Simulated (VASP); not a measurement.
# Nb (Im-3m) in VASP: a series of runs

Nb is run at these levels: PBEsol; tasks: single point, relaxation of cell and atoms.

All numbers are computed with VASP 6.6.1; they aren't measurements. Logs are shortened: lines on timing, memory, paths and dates and some standing lists are left out, and cuts for length are marked.

### 1 The cell of the first run

The structure is cubic, space group Im-3m (No. 229). Conventional cell: a = 3.181 Å, b = 3.181 Å, c = 3.181 Å, α = 90.00°, β = 90.00°, γ = 90.00°. Nb (site symmetry m-3m) has 14 Nb at 2.76 to 3.18 Å within 3.6 Å.

### 2 Single point, PBEsol

INCAR reads:

```
PREC     = Accurate       # precision mode
ENCUT    = 520            # plane-wave cutoff, eV
EDIFF    = 1E-6           # SCF threshold, eV
ISMEAR   = 0              # smearing method
SIGMA    = 0.1            # smearing width, eV
LREAL    = False          # projectors in reciprocal space
LASPH    = True           # aspherical terms in the spheres
NELM     = 80             # most SCF steps
ALGO     = Fast           # electronic algorithm
ISIF     = 2              # what is computed and relaxed
LWAVE    = False          # write WAVECAR
LCHARG   = False          # write CHGCAR
GGA      = PS             # functional
NBANDS   = 12             # bands
```

KPOINTS reads:

```
Automatic mesh
0
Gamma
  8 8 8
```

POSCAR reads:

```
Nb
1.0
   -1.5906440677      1.5906440677      1.5906440677
    1.5906440677     -1.5906440677      1.5906440677
    1.5906440677      1.5906440677     -1.5906440677
Nb
1
Direct
    0.0000000000      0.0000000000      0.0000000000
```

Potentials or basis: VASP PAW PBE potentials, release 64 (Nb_sv).

On the command line:

```
$ cat potpaw_PBE.64/Nb_sv/POTCAR > POTCAR
$ mpirun -np 1 vasp_std > vasp.out
```

OUTCAR:

```text
PREC = Accurate
   ENCUT = 520
   EDIFF = 1E-6
   ISMEAR = 0
   LREAL = False
   LASPH = True
   NELM = 80
   ISIF = 2
   GGA = PS

 ion  position               nearest neighbor table
   1  0.000  0.000  0.000-

  LATTYP: Found a body centered cubic cell.
 ALAT       =     3.1812881354

  Lattice vectors:

 A1 = (  -1.5906440677,   1.5906440677,   1.5906440677)
 A2 = (   1.5906440677,  -1.5906440677,   1.5906440677)
 A3 = (   1.5906440677,   1.5906440677,  -1.5906440677)

Analysis of symmetry for initial positions (statically):
=====================================================================
 Subroutine PRICEL returns:
 Original cell was already a primitive cell.

 Routine SETGRP: Setting up the symmetry group for a
 body centered cubic supercell.

 Subroutine GETGRP returns: Found 48 space group operations
 (whereof 48 operations were pure point group operations)
 out of a pool of 48 trial point group operations.

The static configuration has the point symmetry O_h .

Analysis of symmetry for dynamics (positions and initial velocities):
=====================================================================
 Subroutine PRICEL returns:
 Original cell was already a primitive cell.

 Routine SETGRP: Setting up the symmetry group for a
 body centered cubic supercell.

 Subroutine GETGRP returns: Found 48 space group operations
 (whereof 48 operations were pure point group operations)
 out of a pool of 48 trial point group operations.

The dynamic configuration has the point symmetry O_h .

 Subroutine INISYM returns: Found 48 space group operations
 (whereof 48 operations are pure point group operations),
 and found     1 'primitive' translations

----------------------------------------------------------------------------------------

                                     Primitive cell

  volume of cell :      16.0983

  direct lattice vectors                    reciprocal lattice vectors
    -1.590644068  1.590644068  1.590644068     0.000000000  0.314338079  0.314338079
     1.590644068 -1.590644068  1.590644068     0.314338079  0.000000000  0.314338079
     1.590644068  1.590644068 -1.590644068     0.314338079  0.314338079  0.000000000

  length of vectors
     2.755076342  2.755076342  2.755076342     0.444541174  0.444541174  0.444541174

  position of ions in fractional coordinates (direct lattice)
     0.000000000  0.000000000  0.000000000

  ion indices of the primitive-cell ions
   primitive index   ion index
                 1           1

----------------------------------------------------------------------------------------

 KPOINTS: Automatic mesh

Automatic generation of k-mesh.
 Grid dimensions read from file:
 generate k-points for:    8    8    8

 Generating k-lattice:

  Cartesian coordinates                     Fractional coordinates (reciprocal lattice)
     0.000000000  0.039292260  0.039292260     0.125000000  0.000000000  0.000000000
     0.039292260  0.000000000  0.039292260     0.000000000  0.125000000  0.000000000
     0.039292260  0.039292260  0.000000000     0.000000000  0.000000000  0.125000000

  Length of vectors
     0.055567647  0.055567647  0.055567647

  Shift w.r.t. Gamma in fractional coordinates (k-lattice)
     0.000000000  0.000000000  0.000000000

 Subroutine IBZKPT returns following result:
 ===========================================

 Found     29 irreducible k-points:

 Following reciprocal coordinates:
            Coordinates               Weight
  0.000000  0.000000  0.000000      1.000000
  0.125000  0.000000  0.000000     12.000000
  0.250000  0.000000  0.000000     12.000000
  0.375000  0.000000  0.000000     12.000000
  0.500000  0.000000  0.000000      6.000000
  0.125000  0.125000  0.000000     24.000000
[... 16 lines left out ...]
 -0.250000  0.250000  0.250000      6.000000
 -0.375000  0.375000  0.250000     24.000000
 [... further k-points ...]
   k-points           NKPTS =     29   k-points in BZ     NKDIM =     29   number of bands    NBANDS=     12
   number of dos      NEDOS =    301   number of ions     NIONS =      1
   total plane-waves  NPLWV =   8000
   dimension x,y,z NGX =    20 NGY =   20 NGZ =   20
   dimension x,y,z NGXF=    40 NGYF=   40 NGZF=   40
   ions per type =               1
   NGX,Y,Z   is equivalent  to a cutoff of  12.07, 12.07, 12.07 a.u.
   NGXF,Y,Z  is equivalent  to a cutoff of  24.14, 24.14, 24.14 a.u.
 SYSTEM =  unknown system
   PREC   = accura    normal or accurate (medium, high low for compatibility)
   ISTART =      0    job   : 0-new  1-cont  2-samecut
   ICHARG =      2    charge: 1-file 2-atom 10-const
   ISPIN  =      1    spin polarized calculation?
   LNONCOLLINEAR =      F non collinear calculations
   LSORBIT =      F    spin-orbit coupling
   LASPH  =      T    aspherical Exc in radial PAW
   ENCUT  =  520.0 eV  38.22 Ry    6.18 a.u.   5.12  5.12  5.12*2*pi/ulx,y,z
   NELM   =     80;   NELMIN=  2; NELMDL= -5     # of ELM steps
   EDIFF  = 0.1E-05   stopping-criterion for ELM
   LREAL  =      F    real-space projection
   EDIFFG = 0.1E-04   stopping-criterion for IOM
   NSW    =      0    number of steps for IOM
   IBRION =     -1    ionic relax: 0-MD 1-quasi-New 2-CG
   NFREE  =      0    steps in history (QN), initial steepest desc. (CG)
   ISIF   =      2    stress and relaxation
   ISYM   =      2    0-nonsym 1-usesym 2-fastsym
   POTIM  = 0.5000    time-step for ionic-motion
   TEBEG  =    0.0;   TEEND  =   0.0 temperature during run
   PSTRESS=    0.0 pullay stress
   NELECT =      13.0000    total number of electrons
   NUPDOWN=      -1.0000    fix difference up-down
   EMIN   =  10.00;   EMAX   =-10.00  energy-range for DOS
   EFERMI =   0.00;   METHOD = LEGACY
   ISMEAR =     0;   SIGMA  =   0.10  broadening in eV -4-tet -1-fermi 0-gaus
   EFERMI_NEDOS =   21; number of points for ismear=-14 and -15
   IALGO  =     68    algorithm
   IMIX   =      4    mixing-type and parameters
     AMIX     =   0.40;   BMIX     =  1.00
     AMIX_MAG =   1.60;   BMIX_MAG =  1.00
  volume/ion in A,a.u.               =      16.10       108.64
  Fermi-wavevector in a.u.,A,eV,Ry     =   1.524508  2.880902 31.621621  2.324124
  Thomas-Fermi vector in A             =   2.632805
   LORBIT       =      0    0 simple, 1 ext, 2 COOP (PROOUT), +10 PAW based schemes
   GGA     = PS    functional components
   LHFCALC =     F    Hartree Fock is set to
   AEXX    =    0.0000 exact exchange contribution
   IVDW    =     0    specifies the selected vdW correction
   LEPSILON=     F    determine dielectric tensor
   LRPA    =     F    only Hartree local field effects (RPA)
 non-spin polarized calculation
 RMM-DIIS sequential band-by-band and
 Gauss-broadening in eV      SIGMA  =   0.10
  energy-cutoff  :      520.00
  volume of cell :       16.10
 maximum number of plane-waves:       456
   NGX = 11   NGY = 11   NGZ = 11

 number of electron      13.0000000 magnetization

 Free energy of the ion-electron system (eV)
  ---------------------------------------------------
  ext. energy  EPLUGINS =         0.00000000
  ---------------------------------------------------
  free energy    TOTEN  =       -10.89670780 eV

  energy without entropy =      -10.88923467  energy(sigma->0) =      -10.89297124

 E-fermi :  12.5554     XC(G=0): -13.2276

 val. band max:       12.5538337530   @ k =   0.2500   0.0000   0.0000
 cond. band min:      12.5853651199   @ k =   0.3750   0.2500   0.0000
 fundamental gap:      0.0315313669
 Fermi energy:        12.5554286307

 k-point     1 :       0.0000    0.0000    0.0000
  band No.  band energies     occupation
      1     -41.5200      2.00000
      2     -16.5395      2.00000
      3     -16.5395      2.00000
      4     -16.5395      2.00000
      5       6.5401      2.00000
      6      12.9766      0.00000
      7      12.9766      0.00000
      8      12.9766      0.00000
      9      16.2814      0.00000
     10      16.2814      0.00000
     11      27.1854      0.00000
     12      27.1854      0.00000

 k-point     2 :       0.1250    0.0000    0.0000
  band No.  band energies     occupation
      1     -41.4653      2.00000
      2     -16.8458      2.00000
      3     -16.6305      2.00000
      4     -16.5430      2.00000
      5       7.2432      2.00000
      6      12.5390      1.18330
      7      12.8267      0.00012
      8      13.6860      0.00000
      9      15.7303      0.00000
     10      16.2861      0.00000
     11      27.7417      0.00000
     12      28.4206      0.00000

 k-point     3 :       0.2500    0.0000    0.0000
  band No.  band energies     occupation
      1     -41.3308      2.00000
      2     -17.5461      2.00000
      3     -16.8445      2.00000
      4     -16.5516      2.00000
      5       8.5864      2.00000
      6      11.6457      2.00000
      7      12.5538      1.01799
      8      15.6701      0.00000
      9      15.7030      0.00000
     10      16.4503      0.00000
     11      27.6639      0.00000
     12      30.0094      0.00000
[... 286 lines left out ...]
 k-point    23 :      -0.2500    0.2500    0.2500
  band No.  band energies     occupation
      1     -41.1702      2.00000
      2     -17.5892      2.00000
      3     -17.1791      2.00000
      4     -17.1791      2.00000
      5      10.2078      2.00000
      6      11.1835      2.00000
      7      13.6953      0.00000
      8      13.6953      0.00000
      9      15.4291      0.00000
     10      18.1382      0.00000
     11      28.1565      0.00000
     12      32.5730      0.00000

 k-point    24 :      -0.3750    0.3750    0.2500
  band No.  band energies     occupation
      1     -41.0536      2.00000
      2     -17.9649      2.00000
      3     -17.4042      2.00000
      4     -17.2416      2.00000
      5       9.8858      2.00000
      6      10.5459      2.00000
      7      13.6825      0.00000
      8      14.5521      0.00000
      9      17.7391      0.00000
     10      19.4122      0.00000
     11      27.9403      0.00000
     12      30.0768      0.00000

 [... further k-points ...]
[... 5 lines left out ...]
  --------------------------------------------------------------------------------------
  -------------------------------------------------------------------------------------
  Total        1.9428430      1.9428430      1.9428430      0.0000000      0.0000000     -0.0000000
  in kB      193.3611691    193.3611691    193.3611691      0.0000000      0.0000000     -0.0000000
  external PRESSURE =     193.3611691 kB  Pullay stress =       0.0000000 kB

 VOLUME and BASIS-vectors are now :
 -----------------------------------------------------------------------------
  energy-cutoff  :      520.00
  volume of cell :       16.10
      direct lattice vectors                 reciprocal lattice vectors
    -1.590644068  1.590644068  1.590644068     0.000000000  0.314338079  0.314338079
     1.590644068 -1.590644068  1.590644068     0.314338079  0.000000000  0.314338079
     1.590644068  1.590644068 -1.590644068     0.314338079  0.314338079  0.000000000

 POSITION                                       TOTAL-FORCE (eV/Angst)
 -----------------------------------------------------------------------------------
      0.00000      0.00000      0.00000         0.000000     -0.000000      0.000000
 -----------------------------------------------------------------------------------
    total drift:                               -0.000000     -0.000000      0.000000

  FREE ENERGIE OF THE ION-ELECTRON SYSTEM (eV)
  ---------------------------------------------------
  free  energy   TOTEN  =       -10.8967078030 eV

  energy  without entropy=      -10.8892346732  energy(sigma->0) =      -10.89297124
```

Wall time 8.6 s (1 thread of AMD EPYC 7R13 (Zen 3), shared host); peak memory 0.09 GiB.

Results:

```yaml
Free_energy: -10.8967 eV
Pressure: 19.3 GPa
```

Caveat: the PAW data sets were made with another functional, which shifts forces and pressure a little.

### 3 Single point, PBEsol

This run uses another cell than the first one, of 17.58 Å³/atom, 1.092 times its volume.

INCAR reads:

```
PREC = Accurate
ENCUT = 520
EDIFF = 1E-6
ISMEAR = 0
SIGMA = 0.1
LREAL = F
LASPH = T
NELM = 80
ALGO = Normal
ISIF = 2
LWAVE = F
LCHARG = F
GGA = PS
NBANDS = 12
```

KPOINTS is that of step 2.

POSCAR reads:

```
Nb
1.0
   -1.6380649151      1.6380649151      1.6380649151
    1.6380649151     -1.6380649151      1.6380649151
    1.6380649151      1.6380649151     -1.6380649151
Nb
1
Direct
    0.0000000000      0.0000000000      0.0000000000
```

Potentials or basis: VASP PAW PBE potentials, release 64 (Nb_sv).

On the command line:

```
$ cat potpaw_PBE.64/Nb_sv/POTCAR > POTCAR
$ mpirun -np 1 vasp_std > vasp.out
```

It took 7.8 s on 1 thread of AMD EPYC 7R13 (Zen 3), shared host; peak memory 0.11 GiB.

Results (log left out):

```
Free energy : -10.9802 eV
Pressure    : -0.3 GPa
```

Levels at points of the mesh, in eV from the Fermi level:
| k point | band 3 | band 4 | band 5 | band 6 | band 7 | band 8 | band 9 | band 10 |
| --- | --- | --- | --- | --- | --- | --- | --- | --- |
| (0.00, 0.00, 0.00) | -29.38 | -29.38 | -5.87 | 0.49 | 0.49 | 0.49 | 3.48 | 3.48 |
| (0.50, 0.00, 0.00) | -29.84 | -29.40 | -3.70 | -1.60 | 2.55 | 3.53 | 4.23 | 6.74 |
| (0.50, 0.50, 0.50) | -30.39 | -30.39 | -3.74 | -3.74 | 5.93 | 5.93 | 5.93 | 9.40 |

Caveat: the PAW data sets were made with another functional, which shifts forces and pressure a little.

(Part 1 of 2 ends here.)
